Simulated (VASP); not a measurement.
# MnSnS4 (F-43m) in VASP: single point with PBE

Aim: the single point of MnSnS4 with PBE.

All numbers are computed with VASP 6.6.1; they aren't measurements. Logs are shortened: lines on timing, memory, paths and dates and some standing lists are left out, and cuts for length are marked.

## Step 1: The cell of the first run

It takes space group F-43m (No. 216, cubic). Conventional cell: a = 7.731 Å, b = 7.731 Å, c = 7.731 Å, α = 90.00°, β = 90.00°, γ = 90.00°. Mn (site symmetry -43m) has 12 S at 3.20 Å and 4 Sn at 3.35 Å within 4.2 Å. Sn (site symmetry -43m) has 12 S at 3.21 Å and 4 Mn at 3.35 Å within 4.2 Å. Within 3.6 Å of S (site symmetry 3m) lie 6 S at 2.70 to 2.76 Å and 3 Mn at 3.20 Å and 3 Sn at 3.21 Å.

## Step 2: Single point, PBE, collinear spin, ferromagnetic start

The input, INCAR:

```
PREC = Accurate ; ENCUT = 520
EDIFF = 1E-6 ; ISMEAR = 0
SIGMA = 0.1 ; LREAL = False
LASPH = True ; NELM = 150
ALGO = Normal ; ISIF = 2
LWAVE = False ; LCHARG = True
ISPIN = 2 ; MAGMOM = 4.96 0 0.12 0.12 0.12 0.12
LORBIT = 11 ; LMAXMIX = 4
GGA = PE ; LELF = True
LVHAR = True ; NBANDS = 38
```

The input, KPOINTS:

```
regular mesh
0
Gamma
  8 8 8
```

The input, POSCAR:

```
MnSnS4
1.0
    0.0000000000      3.8656854896      3.8656854896
    3.8656854896      0.0000000000      3.8656854896
    3.8656854896      3.8656854896      0.0000000000
Mn Sn S
1 1 4
Direct
    0.0000000000      0.0000000000      0.0000000000
    0.7500000000      0.7500000000      0.7500000000
    0.3736884149      0.8789347553      0.3736884149
    0.3736884149      0.3736884149      0.8789347553
    0.3736884149      0.3736884149      0.3736884149
    0.8789347553      0.3736884149      0.3736884149
```

Potentials or basis: VASP PAW PBE potentials, release 64 (Mn_pv, Sn_d, S).

On the command line:

```sh
$ cat potpaw_PBE.64/Mn_pv/POTCAR potpaw_PBE.64/Sn_d/POTCAR potpaw_PBE.64/S/POTCAR > POTCAR
$ mpirun -np 1 vasp_std > vasp.out
```

OUTCAR:

```text
PREC = Accurate
   ENCUT = 520
   EDIFF = 1E-6
   ISMEAR = 0
   LREAL = False
   LASPH = True
   NELM = 150
   ISIF = 2
   ISPIN = 2
   LORBIT = 11
   GGA = PE

 ion  position               nearest neighbor table
   1  0.000  0.000  0.000-   2 3.35   2 3.35   2 3.35   2 3.35
   2  0.750  0.750  0.750-   3 3.21   4 3.21   6 3.21   5 3.21   5 3.21   5 3.21   3 3.21   3 3.21
                             6 3.21   4 3.21   4 3.21   6 3.21   1 3.35   1 3.35   1 3.35   1 3.35
   3  0.374  0.879  0.374-   4 2.70   5 2.70   6 2.70   6 2.76   4 2.76   5 2.76   2 3.21   2 3.21
                             2 3.21
   4  0.374  0.374  0.879-   3 2.70   5 2.70   6 2.70   3 2.76   6 2.76   5 2.76   2 3.21   2 3.21
                             2 3.21
   5  0.374  0.374  0.374-   3 2.70   4 2.70   6 2.70   6 2.76   3 2.76   4 2.76   2 3.21   2 3.21
                             2 3.21
   6  0.879  0.374  0.374-   3 2.70   4 2.70   5 2.70   3 2.76   4 2.76   5 2.76   2 3.21   2 3.21
                             2 3.21

  LATTYP: Found a face centered cubic cell.
 ALAT       =     7.7313709792

  Lattice vectors:

 A1 = (   0.0000000000,   3.8656854896,   3.8656854896)
 A2 = (   3.8656854896,   0.0000000000,   3.8656854896)
 A3 = (   3.8656854896,   3.8656854896,   0.0000000000)

Analysis of symmetry for initial positions (statically):
=====================================================================
 Subroutine PRICEL returns:
 Original cell was already a primitive cell.

 Routine SETGRP: Setting up the symmetry group for a
 face centered cubic supercell.

 Subroutine GETGRP returns: Found 24 space group operations
 (whereof 24 operations were pure point group operations)
 out of a pool of 48 trial point group operations.

The static configuration has the point symmetry T_d .

Analysis of symmetry for dynamics (positions and initial velocities):
=====================================================================
 Subroutine PRICEL returns:
 Original cell was already a primitive cell.

 Routine SETGRP: Setting up the symmetry group for a
 face centered cubic supercell.

 Subroutine GETGRP returns: Found 24 space group operations
 (whereof 24 operations were pure point group operations)
 out of a pool of 48 trial point group operations.

The dynamic configuration has the point symmetry T_d .

Analysis of structural, dynamic, and magnetic symmetry:
=====================================================================
 Subroutine PRICEL returns:
 Original cell was already a primitive cell.

 Routine SETGRP: Setting up the symmetry group for a
 face centered cubic supercell.

 Subroutine GETGRP returns: Found 24 space group operations
 (whereof 24 operations were pure point group operations)
 out of a pool of 48 trial point group operations.

The overall configuration has the point symmetry T_d .

 Subroutine INISYM returns: Found 24 space group operations
 (whereof 24 operations are pure point group operations),
 and found     1 'primitive' translations

----------------------------------------------------------------------------------------

                                     Primitive cell

  volume of cell :     115.5339

  direct lattice vectors                    reciprocal lattice vectors
     0.000000000  3.865685490  3.865685490    -0.129343166  0.129343166  0.129343166
     3.865685490  0.000000000  3.865685490     0.129343166 -0.129343166  0.129343166
     3.865685490  3.865685490  0.000000000     0.129343166  0.129343166 -0.129343166

  length of vectors
     5.466904847  5.466904847  5.466904847     0.224028935  0.224028935  0.224028935

  position of ions in fractional coordinates (direct lattice)
     0.000000000  0.000000000  0.000000000
     0.750000000  0.750000000  0.750000000
     0.373688415  0.878934755  0.373688415
     0.373688415  0.373688415  0.878934755
     0.373688415  0.373688415  0.373688415
     0.878934755  0.373688415  0.373688415

  ion indices of the primitive-cell ions
   primitive index   ion index
                 1           1
                 2           2
                 3           3
                 4           4
                 5           5
                 6           6

----------------------------------------------------------------------------------------

 KPOINTS: regular mesh

Automatic generation of k-mesh.
 Grid dimensions read from file:
 generate k-points for:    8    8    8

 Generating k-lattice:

  Cartesian coordinates                     Fractional coordinates (reciprocal lattice)
    -0.016167896  0.016167896  0.016167896     0.125000000  0.000000000  0.000000000
     0.016167896 -0.016167896  0.016167896     0.000000000  0.125000000  0.000000000
     0.016167896  0.016167896 -0.016167896     0.000000000  0.000000000  0.125000000

  Length of vectors
     0.028003617  0.028003617  0.028003617

  Shift w.r.t. Gamma in fractional coordinates (k-lattice)
     0.000000000  0.000000000  0.000000000

 Subroutine IBZKPT returns following result:
 ===========================================

 Found     29 irreducible k-points:

 Following reciprocal coordinates:
            Coordinates               Weight
  0.000000  0.000000  0.000000      1.000000
  0.125000  0.000000  0.000000      8.000000
  0.250000  0.000000  0.000000      8.000000
  0.375000  0.000000  0.000000      8.000000
  0.500000  0.000000  0.000000      4.000000
  0.125000  0.125000  0.000000      6.000000
[... 16 lines left out ...]
  0.500000  0.250000  0.125000     48.000000
 -0.375000  0.250000  0.125000     24.000000
 [... further k-points ...]
   k-points           NKPTS =     29   k-points in BZ     NKDIM =     29   number of bands    NBANDS=     38
   number of dos      NEDOS =    301   number of ions     NIONS =      6
   total plane-waves  NPLWV =  74088
   dimension x,y,z NGX =    42 NGY =   42 NGZ =   42
   dimension x,y,z NGXF=    84 NGYF=   84 NGZF=   84
   ions per type =               1   1   4
   NGX,Y,Z   is equivalent  to a cutoff of  12.77, 12.77, 12.77 a.u.
   NGXF,Y,Z  is equivalent  to a cutoff of  25.54, 25.54, 25.54 a.u.
 SYSTEM =  unknown system
   PREC   = accura    normal or accurate (medium, high low for compatibility)
   ISTART =      0    job   : 0-new  1-cont  2-samecut
   ICHARG =      2    charge: 1-file 2-atom 10-const
   ISPIN  =      2    spin polarized calculation?
   LNONCOLLINEAR =      F non collinear calculations
   LSORBIT =      F    spin-orbit coupling
   LASPH  =      T    aspherical Exc in radial PAW
   ENCUT  =  520.0 eV  38.22 Ry    6.18 a.u.  10.16 10.16 10.16*2*pi/ulx,y,z
   NELM   =    150;   NELMIN=  2; NELMDL= -5     # of ELM steps
   EDIFF  = 0.1E-05   stopping-criterion for ELM
   LREAL  =      F    real-space projection
[... 7 lines left out ...]
   TEBEG  =    0.0;   TEEND  =   0.0 temperature during run
   PSTRESS=    0.0 pullay stress
   NELECT =      51.0000    total number of electrons
   NUPDOWN=      -1.0000    fix difference up-down
   EMIN   =  10.00;   EMAX   =-10.00  energy-range for DOS
   EFERMI =   0.00;   METHOD = LEGACY
   ISMEAR =     0;   SIGMA  =   0.10  broadening in eV -4-tet -1-fermi 0-gaus
   EFERMI_NEDOS =   21; number of points for ismear=-14 and -15
   IALGO  =     38    algorithm
   IMIX   =      4    mixing-type and parameters
     AMIX     =   0.40;   BMIX     =  1.00
     AMIX_MAG =   1.60;   BMIX_MAG =  1.00
  volume/ion in A,a.u.               =      19.26       129.94
  Fermi-wavevector in a.u.,A,eV,Ry     =   1.246508  2.355558 21.140487  1.553782
  Thomas-Fermi vector in A             =   2.380682
   LORBIT       =     11    0 simple, 1 ext, 2 COOP (PROOUT), +10 PAW based schemes
   GGA     = PE    functional components
   LHFCALC =     F    Hartree Fock is set to
   AEXX    =    0.0000 exact exchange contribution
   IVDW    =     0    specifies the selected vdW correction
   LEPSILON=     F    determine dielectric tensor
   LRPA    =     F    only Hartree local field effects (RPA)
 spin polarized calculation
 Gauss-broadening in eV      SIGMA  =   0.10
  energy-cutoff  :      520.00
  volume of cell :      115.53
 maximum number of plane-waves:      3138
 NGX is ok and might be reduce to    42
   NGX = 21   NGY = 21   NGZ = 21

 number of electron      51.0000000 magnetization       4.9896759

 Free energy of the ion-electron system (eV)
  ---------------------------------------------------
  ext. energy  EPLUGINS =         0.00000000
  ---------------------------------------------------
  free energy    TOTEN  =       -24.59850618 eV

  energy without entropy =      -24.57383837  energy(sigma->0) =      -24.58617227

 E-fermi :   7.1619     XC(G=0): -10.5742

 val. band max:        7.1606126614   @ k =   0.1250   0.1250   0.0000
 cond. band min:       7.1630267484   @ k =  -0.3750   0.2500   0.0000
 fundamental gap:      0.0024140870
 Fermi energy:         7.1619497499

 spin component 1

 k-point     1 :       0.0000    0.0000    0.0000
  band No.  band energies     occupation
      1     -43.7838      1.00000
      2     -43.7838      1.00000
      3     -43.7838      1.00000
      4     -14.7978      1.00000
      5     -14.7978      1.00000
      6     -14.7978      1.00000
[... 29 lines left out ...]
     36      14.6923      0.00000
     37      14.6924      0.00000

 k-point     2 :       0.1250    0.0000    0.0000
  band No.  band energies     occupation
      1     -43.7838      1.00000
      2     -43.7838      1.00000
      3     -43.7838      1.00000
      4     -14.7978      1.00000
      5     -14.7976      1.00000
      6     -14.7976      1.00000
[... 29 lines left out ...]
     36      14.3580      0.00000
     37      14.3580      0.00000
[... 838 lines left out ...]
     36      12.9002      0.00000
     37      13.3076      0.00000

 k-point    24 :      -0.3750    0.2500    0.1250
  band No.  band energies     occupation
      1     -43.7838      1.00000
      2     -43.7838      1.00000
      3     -43.7838      1.00000
      4     -14.7980      1.00000
      5     -14.7968      1.00000
      6     -14.7964      1.00000
[... 29 lines left out ...]
     36      12.7844      0.00000
     37      13.4858      0.00000

 [... further k-points ...]

 spin component 2

 k-point     1 :       0.0000    0.0000    0.0000
  band No.  band energies     occupation
      1     -39.2259      1.00000
      2     -39.2259      1.00000
      3     -39.2259      1.00000
      4     -14.7972      1.00000
      5     -14.7972      1.00000
      6     -14.7972      1.00000
[... 29 lines left out ...]
     36      15.2728      0.00000
     37      15.2752      0.00000

 k-point     2 :       0.1250    0.0000    0.0000
  band No.  band energies     occupation
      1     -39.2259      1.00000
      2     -39.2259      1.00000
      3     -39.2259      1.00000
      4     -14.7972      1.00000
      5     -14.7971      1.00000
      6     -14.7971      1.00000
[... 29 lines left out ...]
     36      14.8529      0.00000
     37      14.8529      0.00000
[... 838 lines left out ...]
     36      13.5340      0.00000
     37      13.9167      0.00000

 k-point    24 :      -0.3750    0.2500    0.1250
  band No.  band energies     occupation
      1     -39.2259      1.00000
      2     -39.2259      1.00000
      3     -39.2259      1.00000
      4     -14.7975      1.00000
      5     -14.7962      1.00000
      6     -14.7959      1.00000
[... 29 lines left out ...]
     36      13.3446      0.00000
     37      14.1258      0.00000

 [... further k-points ...]

 [bands above 37 left out]

------------------------ aborting loop because EDIFF is reached ----------------------------------------

  FORCE on cell =-STRESS in cart. coord.  units (eV):
  Direction    XX          YY          ZZ          XY          YZ          ZX
  --------------------------------------------------------------------------------------
  -------------------------------------------------------------------------------------
  Total       -0.0743803     -0.0743803     -0.0743803      0.0000000     -0.0000000     -0.0000000
  in kB       -1.0314751     -1.0314751     -1.0314751      0.0000000     -0.0000000     -0.0000000
  external PRESSURE =      -1.0314751 kB  Pullay stress =       0.0000000 kB

 VOLUME and BASIS-vectors are now :
 -----------------------------------------------------------------------------
  energy-cutoff  :      520.00
  volume of cell :      115.53
      direct lattice vectors                 reciprocal lattice vectors
     0.000000000  3.865685490  3.865685490    -0.129343166  0.129343166  0.129343166
     3.865685490  0.000000000  3.865685490     0.129343166 -0.129343166  0.129343166
     3.865685490  3.865685490  0.000000000     0.129343166  0.129343166 -0.129343166

 POSITION                                       TOTAL-FORCE (eV/Angst)
 -----------------------------------------------------------------------------------
      0.00000      0.00000      0.00000         0.000000      0.000000      0.000000
      5.79853      5.79853      5.79853         0.000000      0.000000      0.000000
      4.84225      2.88912      4.84225        -0.000454      0.000454     -0.000454
      4.84225      4.84225      2.88912        -0.000454     -0.000454      0.000454
      2.88912      2.88912      2.88912         0.000454      0.000454      0.000454
      2.88912      4.84225      4.84225         0.000454     -0.000454     -0.000454
 -----------------------------------------------------------------------------------
    total drift:                               -0.000000     -0.000000     -0.000001

  FREE ENERGIE OF THE ION-ELECTRON SYSTEM (eV)
  ---------------------------------------------------
  free  energy   TOTEN  =       -24.5985061770 eV

  energy  without entropy=      -24.5738383723  energy(sigma->0) =      -24.58617227

 total charge

# of ion       s       p       d       tot
------------------------------------------
    1        0.239   6.056   4.918  11.212
    2        1.383   0.622   9.982  11.986
    3        1.432   2.102   0.000   3.534
    4        1.432   2.102   0.000   3.534
    5        1.432   2.102   0.000   3.534
    6        1.432   2.102   0.000   3.534
--------------------------------------------------
tot          7.348  15.085  14.900  37.333

 magnetization (x)

# of ion       s       p       d       tot
------------------------------------------
    1        0.090   0.014   4.220   4.325
    2        0.021  -0.035   0.003  -0.010
    3        0.005   0.055   0.000   0.059
    4        0.005   0.055   0.000   0.059
    5        0.005   0.055   0.000   0.059
    6        0.005   0.055   0.000   0.059
--------------------------------------------------
tot          0.130   0.198   4.223   4.552
```

Run time: 9.2 min. Hardware: 1 thread of Intel Xeon 8259CL, shared host; peak memory 0.44 GiB.

Results:

```yaml
Free_energy: -24.5985 eV
Pressure: -0.1 GPa
Band_gap_on_the_k_mesh: zero (filled and empty bands overlap)
Net_moment: 4.99 μB per cell
Site_moments: Mn +4.33; Sn -0.01; S +0.06 μB
Valence_electrons_inside_the_program's_atomic_spheres: Mn 11.21; Sn 11.99; S 3.53
```

Caveat: spin-orbit coupling is left out, which moves the levels of the heavy elements; a cell with one magnetic atom can't hold antiferromagnetic order, which such compounds often take; semilocal functionals often make such compounds metallic where correlation or magnetic order opens a gap, which also shifts bond lengths. With open d or f shells a metallic result of PBE can be an artefact of self-interaction; +U or a hybrid may open a gap.
